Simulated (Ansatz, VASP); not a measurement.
One calculation of SnBi2O, two programs

```
CELL_PARAMETERS angstrom
3.47006 0.00000 0.00000
-1.73503 3.00516 0.00000
0.00000 0.00000 8.95374
ATOMIC_POSITIONS crystal
Sn 0.00000 0.00000 0.50000
Bi 0.66667 0.33333 0.80873
Bi 0.33333 0.66667 0.19127
O 0.00000 0.00000 0.00000
```

Change from the starting cell: species swapped into the TmAgTe2 type (P-3m1, No. 164).

Alike in both runs: functional PBE; k mesh 18 × 18 × 6; occupations gaussian, width 0.1 eV; no spin polarisation.

Ansatz relaxed the structure, and its values are those at the end. VASP's run is a single point on that final structure, the one shown.

```csv
,VASP,Ansatz
version,VASP 6.6.1,Ansatz 0.2.0
potentials or method,"VASP PAW PBE potentials, release 64 (Sn_d, Bi_d, O), cutoff 520 eV","scalar-relativistic, plane waves, PAW"
valence electrons in the cell,50,50
```

VASP gave:

| Item | Value |
| --- | --- |
| gap on the k mesh at the Fermi level (eV) | none |
| pressure (GPa) | -0.1 |
| rms of the force components (eV/Å) | 0.003 |

Problem. What did Ansatz give for the same quantities?

Solution. gap on the k mesh at the Fermi level (eV): none; pressure (GPa): 0.0; rms of the force components (eV/Å): 0.000.

A gap of «none» marks a metal or a gap that the smearing closes.

Neither program's run includes spin-orbit coupling.
